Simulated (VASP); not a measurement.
Wanted: the native input for a VASP 6.6.1 run.

* Task: single point
* Functional: PBE
* Potentials or basis: VASP PAW PBE potentials, release 64 (Mg, Si, Ca_sv)
* Cutoff: 520 eV
* k mesh: 3 × 3 × 3
* Occupations: gaussian, width 0.1 eV
* Spin: no spin polarisation
* Dipole correction: no
* Further INCAR settings: LREAL = Auto; ALGO = Fast; EDIFF = 1e-07; NBANDS = 71; ISYM = 0

The structure of Ca9Mg2Si5 lies in POSCAR:

```
Ca9Mg2Si5
1.0
    7.4556343867     -0.1452724850      0.1814950161
   -0.1449227629      7.6591976720     -0.1268858930
    0.1820493673     -0.1276444332      7.5146458140
Mg Si Ca
2 5 9
Direct
    0.0826299198      0.9180679360      0.0843495675
    0.8056645398      0.8337565957      0.8035855307
    0.2070476365      0.2528029033      0.2060778064
    0.2790417157      0.7247507262      0.2741587871
    0.7446206565      0.7898963704      0.2085442667
    0.7481640621      0.2358943861      0.7506512814
    0.2009519546      0.7974898338      0.7474646101
    0.4634010213      0.9745511902      0.0037389434
    0.0157543157      0.5516193748      0.0144230295
    0.0058744645      0.9767709619      0.4618002059
    0.4932763350      0.5207734661      0.9930693794
    0.4955871445      0.9800503161      0.4983072527
    0.7953296324      0.2017894955      0.1647827386
    0.9964730829      0.5241539948      0.4924264319
    0.1621361133      0.2002411829      0.7970026681
    0.4961896238      0.5156567267      0.4945723836
```

One way to write it, as run:

INCAR

```
SYSTEM = Ca9Mg2Si5
PREC = Accurate
ENCUT = 520
EDIFF = 1E-7
ISMEAR = 0
SIGMA = 0.1
LREAL = Auto
LASPH = .True.
NELM = 80
ALGO = Fast
ISIF = 2
LWAVE = .False.
LCHARG = .False.
GGA = PE
NBANDS = 71
ISYM = 0
```

KPOINTS

```
Automatic mesh
0
Gamma
  3 3 3
  0 0 0
```

Potentials or basis: VASP PAW PBE potentials, release 64 (Mg, Si, Ca_sv).

The run is started by

```console
$ cat potpaw_PBE.64/Mg/POTCAR potpaw_PBE.64/Si/POTCAR potpaw_PBE.64/Ca_sv/POTCAR > POTCAR
$ mpirun -np 1 vasp_std > vasp.out
```

Results of the run:

```yaml
Pressure: 0.0 GPa
Largest_force: 0.035 eV/Å
Band_gap_on_the_k_mesh: zero (bands 57 and 58 overlap by 0.31 eV)
```

Run time: 13 min on 1 thread of Intel(R) Xeon(R) 6975P-C (Granite Rapids), with other jobs on the host, peak memory 0.59 GiB.
